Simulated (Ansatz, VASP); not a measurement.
## GaAs: VASP beside Ansatz

Contents of POSCAR:

```
GaAs
1.0
    0.0000000000      2.7691429914      2.7691429914
    2.7691429914      0.0000000000      2.7691429914
    2.7691429914      2.7691429914      0.0000000000
As Ga
1 1
Direct
    0.7500000000      0.7500000000      0.7500000000
    0.0000000000      0.0000000000      0.0000000000
```

File INCAR.step1:

```
ALGO = Normal
EDIFF = 1E-5
ENCUT = 440
GGA = PE
GGA_COMPAT = False
ISIF = 2
ISMEAR = -1
LASPH = True
LCHARG = False
LREAL = False
LWAVE = True
NBANDS = 21
NELM = 120
PREC = Accurate
SIGMA = 0.05
```

INCAR.step2

```
AEXX = 0.5
ALGO = Normal
EDIFF = 1E-6
ENCUT = 440
GGA_COMPAT = False
ISIF = 2
ISMEAR = -1
ISTART = 1
LASPH = True
LCHARG = False
LHFCALC = True
LMIXTAU = True
LREAL = False
LWAVE = False
METAGGA = R2SCAN
NBANDS = 21
NELM = 120
PREC = Accurate
PRECFOCK = Normal
SIGMA = 0.05
```

KPOINTS

```
k-points
0
Gamma
  4 4 4
```

File input.yaml:

```yaml
crystal:
  lattice:
    - [0.0, 2.7691429914, 2.7691429914]
    - [2.7691429914, 0.0, 2.7691429914]
    - [2.7691429914, 2.7691429914, 0.0]
  atoms:
    - { symbol: As, position: [0.75, 0.75, 0.75] }
    - { symbol: Ga, position: [0.0, 0.0, 0.0] }
hamiltonian:
  xc: r2scan50
  pseudopotentials: { kind: paw }
kpoints:
  mp_grid: { grid: [4, 4, 4] }
scf:
  occupations: { method: fermi_dirac, width: 0.05 }
output:
  forces: true
  stress: true
  eigenvalues: true
```

Alike in both runs: task single point; functional r2SCAN50; k mesh 4 × 4 × 4; occupations fermi-dirac, width 0.05 eV; no spin polarisation.

```csv
,VASP,Ansatz
version,VASP 6.6.1,Ansatz 0.2.0
potentials or method,"VASP PAW PBE potentials, release 64 (As_d, Ga_d)",Ansatz PAW
plane-wave cutoff (eV),440,500
valence electrons in the cell,28,28
```

VASP gave:

- gap on the k mesh at the Fermi level (eV): 4.12
- least direct gap on the mesh (eV): 4.51

Question: Which values does Ansatz return?

Answer: gap on the k mesh at the Fermi level (eV): 4.03; least direct gap on the mesh (eV): 4.45.

VASP's potentials were made for PBE, not for r2SCAN50. With one functional, cell and mesh, what is left measures potentials, basis and numerics.

The k mesh is coarse, so the values compare programs but aren't converged.
